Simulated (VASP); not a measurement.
Write the native input for VASP 6.6.1 that does the following.

```yaml
Task: single point
Functional: PBEsol
Potentials_or_basis: VASP PAW PBE potentials, release 64 (Zn)
Cutoff: 520 eV
k_mesh: 12 × 12 × 12
Occupations: fermi-dirac, width 0.05 eV
Spin: no spin polarisation
Dipole_correction: no
Further_INCAR_settings: ALGO = Normal; EDIFF = 1e-06; NBANDS = 12
```

The structure of Zn lies in POSCAR:

```
Zn
1.0
   -1.5019194784      1.5019194784      1.5019194784
    1.5019194784     -1.5019194784      1.5019194784
    1.5019194784      1.5019194784     -1.5019194784
Zn
1
Direct
    0.0000000000      0.0000000000      0.0000000000
```

The input as run:

INCAR

```
SYSTEM = Zn
ALGO = Normal
EDIFF = 1E-6
ENCUT = 520
GGA = PS
ISIF = 2
ISMEAR = -1
LASPH = .TRUE.
LCHARG = .FALSE.
LREAL = .FALSE.
LWAVE = .FALSE.
NBANDS = 12
NELM = 80
PREC = Accurate
SIGMA = 0.05
```

KPOINTS

```
k-points
0
G
  12 12 12
  0 0 0
```

Potentials or basis: VASP PAW PBE potentials, release 64 (Zn).

Run with:

```sh
$ cat potpaw_PBE.64/Zn/POTCAR > POTCAR
$ mpirun -np 1 vasp_std > vasp.out
```

It gave:

| Item | Value |
| --- | --- |
| Pressure | 5.4 GPa |
| Band gap on the k mesh | zero (band 6 reaches 8.30 eV, above the bottom of band 7 at 3.17 eV) |

Caveat: the PAW data sets were made with another functional, which shifts forces and pressure a little.

Run time: 4.1 s on 1 thread of Intel(R) Xeon(R) 6975P-C (Granite Rapids), with other jobs on the host, peak memory 0.13 GiB.
